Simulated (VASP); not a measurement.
# Ge: single point with r2SCAN

**The experiment to reproduce.**

“Temperature-dependent photoluminescence in Ge: experiment and theory”, 2020, arxiv:2003.00143 reports, for a bulk crystal of Ge at 0 K: band gap 0.744 eV (indirect).

Ge:

```
Ge
1.0
     0.00000    2.80883    2.80883
     2.80883    0.00000    2.80883
     2.80883    2.80883    0.00000
Ge
2
Direct
  0.00000 0.00000 0.00000
  0.25000 0.25000 0.25000
```

- Program: VASP 6.6.1
- Task: single point
- Functional: r2SCAN
- Potentials or basis: VASP PAW PBE potentials, release 64 (Ge_d)
- Cutoff: 520 eV
- k mesh: 10 × 10 × 10
- Occupations: fermi-dirac, width 0.1 eV
- Spin: no spin polarisation
- Dipole correction: no
- Further INCAR settings: ALGO = Normal; EDIFF = 1e-06; NBANDS = 21

```yaml
Pressure: 2.4 GPa
Band_gap_on_the_k_mesh: 0.52 eV, indirect (least direct gap 0.61 eV)
```

Levels at points of the mesh, in eV from the valence-band top:
```csv
k point,band 12,band 13,band 14,band 15,band 16,band 17
"(0.00, 0.00, 0.00)",0.00,0.00,0.00,0.61,2.72,2.72
"(0.50, 0.00, 0.00)",-7.97,-1.52,-1.52,0.52,4.01,4.01
"(0.50, 0.50, 0.00)",-9.30,-3.31,-3.31,0.95,0.95,10.29
```

Wall time 4.5 min on 1 thread of AMD EPYC 7R13, with other jobs on the host, peak memory 0.15 GiB.

A measured gap of Ge is 0.744 eV (indirect; 0 K; “Temperature-dependent photoluminescence in Ge: experiment and theory”, 2020, arxiv:2003.00143); the calculated 0.52 eV misses it by -0.23 eV. 2 values of this kind are on record (0.666 to 0.744 eV); this one was drawn at random. Spin-orbit coupling on Ge is left out. The value is that of r2SCAN on a finite k mesh, which can miss the band edges, without temperature or zero-point motion.

Caveat: the PAW data sets were made with another functional, which shifts forces and pressure a little.
